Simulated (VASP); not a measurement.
# WS2 (Tungstenite) in VASP: further runs

WS2 (Tungstenite) is run at these levels: LDA; tasks: single point.

All numbers are computed with VASP 6.6.1; they aren't measurements. Logs are shortened: lines on timing, memory, paths and dates and some standing lists are left out, and cuts for length are marked.

## (1) The cell of the first run

The structure is trigonal, space group P3m1 (No. 156). The conventional cell has a = 3.180 Å, b = 3.180 Å, c = 12.500 Å, α = 90.00°, β = 90.00°, γ = 120.00°. W (site symmetry 3m) has 6 S at 2.41 Å and 6 W at 3.18 Å within 3.2 Å. W (site symmetry 3m) has 6 S at 2.40 to 2.41 Å and 6 W at 3.18 Å within 3.2 Å. S (site symmetry 3m) has 3 W at 2.41 Å and 7 S at 3.12 to 3.18 Å within 3.2 Å. S (site symmetry 3m) has 3 W at 2.41 Å and 7 S at 3.12 to 3.18 Å within 3.2 Å. Within 3.2 Å of S (site symmetry 3m) lie 3 W at 2.40 Å and 7 S at 3.12 to 3.18 Å. Within 3.2 Å of S (site symmetry 3m) lie 3 W at 2.41 Å and 7 S at 3.12 to 3.18 Å.

## (2) Single point, LDA

INCAR

```
SYSTEM = WS2
PREC = Accurate
ENCUT = 520
EDIFF = 1E-6
ISMEAR = 0
SIGMA = 0.02
LREAL = .FALSE.
LASPH = .TRUE.
NELM = 100
ALGO = Normal
ISIF = 2
LWAVE = .FALSE.
LCHARG = .TRUE.
GGA = CA
LELF = .TRUE.
LVHAR = .TRUE.
NBANDS = 35
```

KPOINTS

```
regular mesh
0
G
  9 9 2
  0 0 0
```

POSCAR

```
WS2
1.0
    3.1800000000      0.0000000000      0.0000000000
   -1.5900000000      2.7539607840      0.0000000000
    0.0000000000      0.0000000000     12.5000000000
W S
2 4
Direct
    0.6666666667      0.3333333333      0.7500000000
    0.3333333333      0.6666666667      0.2500000000
    0.6666666667      0.3333333333      0.3750000000
    0.3333333333      0.6666666667      0.8750000000
    0.6666666667      0.3333333333      0.1258000000
    0.3333333333      0.6666666667      0.6250000000
```

Potentials or basis: VASP PAW LDA potentials, release 64 (W_sv, S).

Run with:

```sh
cat potpaw_LDA.64/W_sv/POTCAR potpaw_LDA.64/S/POTCAR > POTCAR
mpirun -np 1 vasp_std > vasp.out
```

OUTCAR:

```text
SYSTEM = WS2
   PREC = Accurate
   ENCUT = 520
   EDIFF = 1E-6
   ISMEAR = 0
   LREAL = .FALSE.
   LASPH = .TRUE.
   NELM = 100
   ISIF = 2
   GGA = CA

 ion  position               nearest neighbor table
   1  0.667  0.333  0.750-   4 2.41   6 2.41   4 2.41   6 2.41   4 2.41   6 2.41
   2  0.333  0.667  0.250-   5 2.40   5 2.40   5 2.40   3 2.41   3 2.41   3 2.41
   3  0.667  0.333  0.375-   2 2.41   2 2.41   2 2.41
   4  0.333  0.667  0.875-   1 2.41   1 2.41   1 2.41
   5  0.667  0.333  0.126-   2 2.40   2 2.40   2 2.40
   6  0.333  0.667  0.625-   1 2.41   1 2.41   1 2.41

  LATTYP: Found a hexagonal cell.
 ALAT       =     3.1800000000
 C/A-ratio  =     3.9308176101

  Lattice vectors:

 A1 = (   3.1800000000,   0.0000000000,   0.0000000000)
 A2 = (  -1.5900000000,   2.7539607840,   0.0000000000)
 A3 = (   0.0000000000,   0.0000000000,  12.5000000000)

Analysis of symmetry for initial positions (statically):
=====================================================================
 Subroutine PRICEL returns:
 Original cell was already a primitive cell.

 Routine SETGRP: Setting up the symmetry group for a
 hexagonal supercell.

 Subroutine GETGRP returns: Found  6 space group operations
 (whereof  6 operations were pure point group operations)
 out of a pool of 24 trial point group operations.

The static configuration has the point symmetry C_3v.

Analysis of symmetry for dynamics (positions and initial velocities):
=====================================================================
 Subroutine PRICEL returns:
 Original cell was already a primitive cell.

 Routine SETGRP: Setting up the symmetry group for a
 hexagonal supercell.

 Subroutine GETGRP returns: Found  6 space group operations
 (whereof  6 operations were pure point group operations)
 out of a pool of 24 trial point group operations.

The dynamic configuration has the point symmetry C_3v.

 Subroutine INISYM returns: Found  6 space group operations
 (whereof  6 operations are pure point group operations),
 and found     1 'primitive' translations

----------------------------------------------------------------------------------------

                                     Primitive cell

  volume of cell :     109.4699

  direct lattice vectors                    reciprocal lattice vectors
     3.180000000  0.000000000  0.000000000     0.314465409  0.181556688  0.000000000
    -1.590000000  2.753960784  0.000000000     0.000000000  0.363113377  0.000000000
     0.000000000  0.000000000 12.500000000     0.000000000  0.000000000  0.080000000

[... 95 lines left out ...]
   NFREE  =      0    steps in history (QN), initial steepest desc. (CG)
   ISIF   =      2    stress and relaxation
   ISYM   =      2    0-nonsym 1-usesym 2-fastsym
   POTIM  = 0.5000    time-step for ionic-motion
   TEBEG  =    0.0;   TEEND  =   0.0 temperature during run
   PSTRESS=    0.0 pullay stress
   NELECT =      52.0000    total number of electrons
   NUPDOWN=      -1.0000    fix difference up-down
   EMIN   =  10.00;   EMAX   =-10.00  energy-range for DOS
   EFERMI =   0.00;   METHOD = LEGACY
   ISMEAR =     0;   SIGMA  =   0.02  broadening in eV -4-tet -1-fermi 0-gaus
   EFERMI_NEDOS =   21; number of points for ismear=-14 and -15
   IALGO  =     38    algorithm
   IMIX   =      4    mixing-type and parameters
     AMIX     =   0.40;   BMIX     =  1.00
     AMIX_MAG =   1.60;   BMIX_MAG =  1.00
  volume/ion in A,a.u.               =      18.24       123.12
  Fermi-wavevector in a.u.,A,eV,Ry     =   1.277353  2.413847 22.199688  1.631631
  Thomas-Fermi vector in A             =   2.409958
   LORBIT       =      0    0 simple, 1 ext, 2 COOP (PROOUT), +10 PAW based schemes
   GGA     = CA    functional components
   LHFCALC =     F    Hartree Fock is set to
   AEXX    =    0.0000 exact exchange contribution
   IVDW    =     0    specifies the selected vdW correction
   LEPSILON=     F    determine dielectric tensor
   LRPA    =     F    only Hartree local field effects (RPA)
 non-spin polarized calculation
 Gauss-broadening in eV      SIGMA  =   0.02
  energy-cutoff  :      520.00
  volume of cell :      109.47
 maximum number of plane-waves:      2980
 NGX is ok and might be reduce to    24
   NGX = 11   NGY = 11   NGZ = 47

 number of electron      52.0000006 magnetization

 Free energy of the ion-electron system (eV)
  ---------------------------------------------------
  ext. energy  EPLUGINS =         0.00000000
  ---------------------------------------------------
  free energy    TOTEN  =       -52.45353081 eV

  energy without entropy =      -52.45353081  energy(sigma->0) =      -52.45353081

 E-fermi :   7.2237     XC(G=0): -11.0734

 val. band max:        6.9736514941   @ k =   0.0000   0.0000   0.0000
 cond. band min:       8.0517604062   @ k =   0.2222   0.1111   0.0000
 fundamental gap:      1.0781089121
 Fermi energy:         7.2236704589

 k-point     1 :       0.0000    0.0000    0.0000
  band No.  band energies     occupation
      1     -67.2209      2.00000
      2     -67.2208      2.00000
      3     -31.7334      2.00000
      4     -31.7310      2.00000
      5     -31.5717      2.00000
      6     -31.5717      2.00000
[... 901 lines left out ...]
     34      11.6763      0.00000
     35      13.3246      0.00000

------------------------ aborting loop because EDIFF is reached ----------------------------------------

  FORCE on cell =-STRESS in cart. coord.  units (eV):
  Direction    XX          YY          ZZ          XY          YZ          ZX
  --------------------------------------------------------------------------------------
  -------------------------------------------------------------------------------------
  Total       -3.9316142     -3.9316142     -2.4379366     -0.0000000      0.0000000      0.0000000
  in kB      -57.5422172    -57.5422172    -35.6810900     -0.0000000      0.0000000      0.0000000
  external PRESSURE =     -50.2551748 kB  Pullay stress =       0.0000000 kB

 VOLUME and BASIS-vectors are now :
 -----------------------------------------------------------------------------
  energy-cutoff  :      520.00
  volume of cell :      109.47
      direct lattice vectors                 reciprocal lattice vectors
     3.180000000  0.000000000  0.000000000     0.314465409  0.181556688  0.000000000
    -1.590000000  2.753960784  0.000000000     0.000000000  0.363113377  0.000000000
     0.000000000  0.000000000 12.500000000     0.000000000  0.000000000  0.080000000

 POSITION                                       TOTAL-FORCE (eV/Angst)
 -----------------------------------------------------------------------------------
      1.59000      0.91799      9.37500        -0.000000      0.000000      0.000087
     -0.00000      1.83597      3.12500        -0.000000      0.000000      0.157332
      1.59000      0.91799      4.68750        -0.000000      0.000000     -0.291576
     -0.00000      1.83597     10.93750         0.000000     -0.000000     -0.310325
      1.59000      0.91799      1.57250         0.000000      0.000000      0.133121
     -0.00000      1.83597      7.81250         0.000000      0.000000      0.311361
 -----------------------------------------------------------------------------------
    total drift:                               -0.000000     -0.000000     -0.000119

  FREE ENERGIE OF THE ION-ELECTRON SYSTEM (eV)
  ---------------------------------------------------
  free  energy   TOTEN  =       -52.4535308051 eV

  energy  without entropy=      -52.4535308051  energy(sigma->0) =      -52.45353081
```

Run time: 47 s. Hardware: 1 thread of Intel Xeon Platinum 8488C (Sapphire Rapids), shared host; peak memory 0.22 GiB.

What came out:

| Property | Result |
| --- | --- |
| Free energy | -52.4535 eV |
| Pressure | -5.0 GPa |
| Largest force | 0.311 eV/Å |
| Band gap on the k mesh | 1.08 eV, indirect (least direct gap 1.71 eV) |

Forces in eV/Å, atoms in the order of the input:
```
W    0.000  0.000  0.000
W    0.000  0.000  0.157
S    0.000  0.000 -0.292
S    0.000  0.000 -0.310
S    0.000  0.000  0.133
S    0.000  0.000  0.311
```

Stress tensor (GPa, compression positive):
```
-5.75  0.00  0.00
 0.00 -5.75  0.00
 0.00  0.00 -3.57
```

Levels at points of the mesh, in eV from the valence-band top:
```
           k point  band 23  band 24  band 25  band 26  band 27  band 28  band 29  band 30
(0.00, 0.00, 0.00)    -2.27    -1.52    -1.14     0.00     2.23     2.23     2.24     2.24
(0.00, 0.00, 0.50)    -2.28    -2.28    -0.31    -0.30     2.22     2.22     2.23     2.23
```

Caveat: spin-orbit coupling is left out, which moves the levels of the heavy elements. A k mesh can miss the band edges.

## (3) Single point, LDA

INCAR

```
SYSTEM = WS2
PREC = Accurate
ENCUT = 520
EDIFF = 1E-7
ISMEAR = 0
SIGMA = 0.02
LREAL = .False.
LASPH = .True.
NELM = 60
ALGO = Normal
ISIF = 2
LWAVE = .False.
LCHARG = .False.
NBANDS = 35
```

KPOINTS

```
regular mesh
0
Gamma
  9 9 2
  0 0 0
```

Changes to POSCAR since step 2:

```diff
@@ -12,3 +12,3 @@
     0.3333333333      0.6666666667      0.8750000000
-    0.6666666667      0.3333333333      0.1258000000
+    0.6666666667      0.3333333333      0.1242000000
     0.3333333333      0.6666666667      0.6250000000
```

Potentials or basis: VASP PAW LDA potentials, release 64 (W_sv, S).

Run with:

```sh
cat potpaw_LDA.64/W_sv/POTCAR potpaw_LDA.64/S/POTCAR > POTCAR
mpirun -np 1 vasp_std > vasp.out
```

It took 38 s on 1 thread of Intel Xeon Platinum 8488C (Sapphire Rapids), shared host; peak memory 0.22 GiB.

It converged, with:

| Quantity | Value |
| --- | --- |
| Free energy | -52.4473 eV |
| Pressure | -5.5 GPa |
| Largest force | 0.485 eV/Å |
| Band gap on the k mesh | 1.08 eV, indirect (least direct gap 1.72 eV) |

Forces in eV/Å, atoms in the order of the input:
```
W    0.000  0.000  0.000
W    0.000  0.000 -0.154
S    0.000  0.000 -0.330
S    0.000  0.000 -0.312
S    0.000  0.000  0.485
S    0.000  0.000  0.311
```

Stress tensor (GPa, compression positive):
```
-6.07  0.00  0.00
 0.00 -6.07  0.00
 0.00  0.00 -4.45
```

Levels at points of the mesh, in eV from the valence-band top:
```tsv
k point	band 23	band 24	band 25	band 26	band 27	band 28	band 29	band 30
(0.00, 0.00, 0.00)	-2.23	-1.51	-1.15	0.00	2.24	2.24	2.25	2.25
(0.00, 0.00, 0.50)	-2.24	-2.24	-0.31	-0.30	2.23	2.23	2.24	2.24
```

Caveat: spin-orbit coupling is left out, which moves the levels of the heavy elements.

## (4) Single point, LDA

INCAR

```
SYSTEM = WS2
ALGO = Normal
EDIFF = 1E-7
ENCUT = 520
GGA = CA
ISIF = 2
ISMEAR = 0
LASPH = .TRUE.
LCHARG = .FALSE.
LREAL = .FALSE.
LWAVE = .FALSE.
NBANDS = 35
NELM = 60
PREC = Accurate
SIGMA = 0.02
```

KPOINTS

```
k-points
0
G
  9 9 2
  0 0 0
```

Changes to POSCAR since step 3:

```diff
@@ -12,3 +12,3 @@
     0.3333333333      0.6666666667      0.8750000000
-    0.6666666667      0.3333333333      0.1242000000
+    0.6666666667      0.3333333333      0.1250000000
     0.3333333333      0.6666666667      0.6250000000
```

Potentials or basis: VASP PAW LDA potentials, release 64 (W_sv, S).

Run with:

```sh
cat potpaw_LDA.64/W_sv/POTCAR potpaw_LDA.64/S/POTCAR > POTCAR
mpirun -np 1 vasp_std > vasp.out
```

OUTCAR:

```text
SYSTEM = WS2
   EDIFF = 1E-7
   ENCUT = 520
   GGA = CA
   ISIF = 2
   ISMEAR = 0
   LASPH = .TRUE.
   LREAL = .FALSE.
   NELM = 60
   PREC = Accurate

 ion  position               nearest neighbor table
   1  0.667  0.333  0.750-   4 2.41   6 2.41   4 2.41   6 2.41   4 2.41   6 2.41
   2  0.333  0.667  0.250-   3 2.41   5 2.41   3 2.41   5 2.41   3 2.41   5 2.41
   3  0.667  0.333  0.375-   2 2.41   2 2.41   2 2.41
   4  0.333  0.667  0.875-   1 2.41   1 2.41   1 2.41
   5  0.667  0.333  0.125-   2 2.41   2 2.41   2 2.41
   6  0.333  0.667  0.625-   1 2.41   1 2.41   1 2.41

  LATTYP: Found a hexagonal cell.
 ALAT       =     3.1800000000
 C/A-ratio  =     3.9308176101

  Lattice vectors:

 A1 = (   3.1800000000,   0.0000000000,   0.0000000000)
 A2 = (  -1.5900000000,   2.7539607840,   0.0000000000)
 A3 = (   0.0000000000,   0.0000000000,  12.5000000000)

Analysis of symmetry for initial positions (statically):
[... 181 lines left out ...]
  energy without entropy =      -52.45130031  energy(sigma->0) =      -52.45130031

 E-fermi :   7.2075     XC(G=0): -11.0763

 val. band max:        6.9665942949   @ k =   0.0000   0.0000   0.0000
 cond. band min:       8.0439886420   @ k =   0.2222   0.1111   0.0000
 fundamental gap:      1.0773943471
 Fermi energy:         7.2074878005

 k-point     1 :       0.0000    0.0000    0.0000
  band No.  band energies     occupation
      1     -67.2229      2.00000
      2     -67.2229      2.00000
      3     -31.7330      2.00000
      4     -31.7330      2.00000
      5     -31.5700      2.00000
      6     -31.5700      2.00000
[... 901 lines left out ...]
     34      11.6615      0.00000
     35      13.3220      0.00000

------------------------ aborting loop because EDIFF is reached ----------------------------------------

  FORCE on cell =-STRESS in cart. coord.  units (eV):
  Direction    XX          YY          ZZ          XY          YZ          ZX
  --------------------------------------------------------------------------------------
  -------------------------------------------------------------------------------------
  Total       -4.0353290     -4.0353290     -2.7348346      0.0000000      0.0000000      0.0000000
  in kB      -59.0601638    -59.0601638    -40.0264219      0.0000000      0.0000000      0.0000000
  external PRESSURE =     -52.7155831 kB  Pullay stress =       0.0000000 kB

 VOLUME and BASIS-vectors are now :
 -----------------------------------------------------------------------------
  energy-cutoff  :      520.00
  volume of cell :      109.47
      direct lattice vectors                 reciprocal lattice vectors
     3.180000000  0.000000000  0.000000000     0.314465409  0.181556688  0.000000000
    -1.590000000  2.753960784  0.000000000     0.000000000  0.363113377  0.000000000
     0.000000000  0.000000000 12.500000000     0.000000000  0.000000000  0.080000000

 POSITION                                       TOTAL-FORCE (eV/Angst)
 -----------------------------------------------------------------------------------
      1.59000      0.91799      9.37500        -0.000000      0.000000      0.000000
     -0.00000      1.83597      3.12500         0.000000     -0.000000      0.000000
      1.59000      0.91799      4.68750         0.000000      0.000000     -0.311563
     -0.00000      1.83597     10.93750         0.000000     -0.000000     -0.311563
      1.59000      0.91799      1.56250        -0.000000     -0.000000      0.311563
     -0.00000      1.83597      7.81250         0.000000     -0.000000      0.311563
 -----------------------------------------------------------------------------------
    total drift:                               -0.000000      0.000000     -0.000000

  FREE ENERGIE OF THE ION-ELECTRON SYSTEM (eV)
  ---------------------------------------------------
  free  energy   TOTEN  =       -52.4513003080 eV

  energy  without entropy=      -52.4513003080  energy(sigma->0) =      -52.45130031
```

Wall time 45 s (1 thread of Intel Xeon Platinum 8488C (Sapphire Rapids), shared host); peak memory 0.23 GiB.

Results:

* Free energy: -52.4513 eV
* Pressure: -5.3 GPa
* Largest force: 0.312 eV/Å
* Band gap on the k mesh: 1.08 eV, indirect (least direct gap 1.73 eV)

Forces on the atoms (eV/Å):
```
W    0.000  0.000  0.000
W    0.000  0.000  0.000
S    0.000  0.000 -0.312
S    0.000  0.000 -0.312
S    0.000  0.000  0.312
S    0.000  0.000  0.312
```

Stress tensor (GPa, compression positive):
```
-5.91  0.00  0.00
 0.00 -5.91  0.00
 0.00  0.00 -4.00
```

Caveat: spin-orbit coupling is left out, which moves the levels of the heavy elements. A k mesh can miss the band edges.
